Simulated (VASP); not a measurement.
Set up this calculation in VASP 6.6.1, as the native input.

- Task: single point
- Functional: PBE
- Potentials or basis: VASP PAW PBE potentials, release 64 (Ni, Al)
- Cutoff: 520 eV
- k mesh: 6 × 6 × 6
- Occupations: fermi-dirac, width 0.05 eV
- Spin: collinear spin, ferromagnetic start
- Starting moments: [2.0, 2.0, 2.0, 0.0] μB
- Fixed moment: 6 μB
- Dipole correction: no
- Further INCAR settings: ALGO = Normal; EDIFF = 1e-06; NBANDS = 28

The structure of AlNi3 lies in POSCAR:

```
AlNi3
1.0
    3.5230547267      0.0000000000      0.0000000000
    0.0000000000      3.5230547267      0.0000000000
    0.0000000000      0.0000000000      3.5230547267
Ni Al
3 1
Direct
    0.5000000000      0.5000000000      0.0000000000
    0.5000000000      0.0000000000      0.5000000000
    0.0000000000      0.5000000000      0.5000000000
    0.0000000000      0.0000000000      0.0000000000
```

One way to write it, as run:

INCAR

```
SYSTEM = AlNi3
PREC = Accurate ; ENCUT = 520
EDIFF = 1E-6 ; ISMEAR = -1
SIGMA = 0.05 ; LREAL = .FALSE.
LASPH = .TRUE. ; NELM = 150
ALGO = Normal ; ISIF = 2
LWAVE = .FALSE. ; LCHARG = .FALSE.
ISPIN = 2 ; MAGMOM = 2 2 2 0
LORBIT = 11 ; NUPDOWN = 6.0
LMAXMIX = 4 ; GGA = PE
NBANDS = 28
```

KPOINTS

```
Automatic mesh
0
G
  6 6 6
  0 0 0
```

Potentials or basis: VASP PAW PBE potentials, release 64 (Ni, Al).

Launch:

```sh
$ cat potpaw_PBE.64/Ni/POTCAR potpaw_PBE.64/Al/POTCAR > POTCAR
$ mpirun -np 1 vasp_std > vasp.out
```

It gave:

```json
{"Pressure": "37.0 GPa", "Net moment": "6.00 μB per cell", "Site moments": "Ni +1.68; Al +0.23 μB", "Valence electrons inside the program's atomic spheres": "Ni 9.36; Al 0.89"}
```

Caveat: the total moment is fixed, so each spin has its own Fermi level.

Wall time 23 s on 1 thread of Intel(R) Xeon(R) 6975P-C (Granite Rapids), with other jobs on the host, peak memory 0.18 GiB.
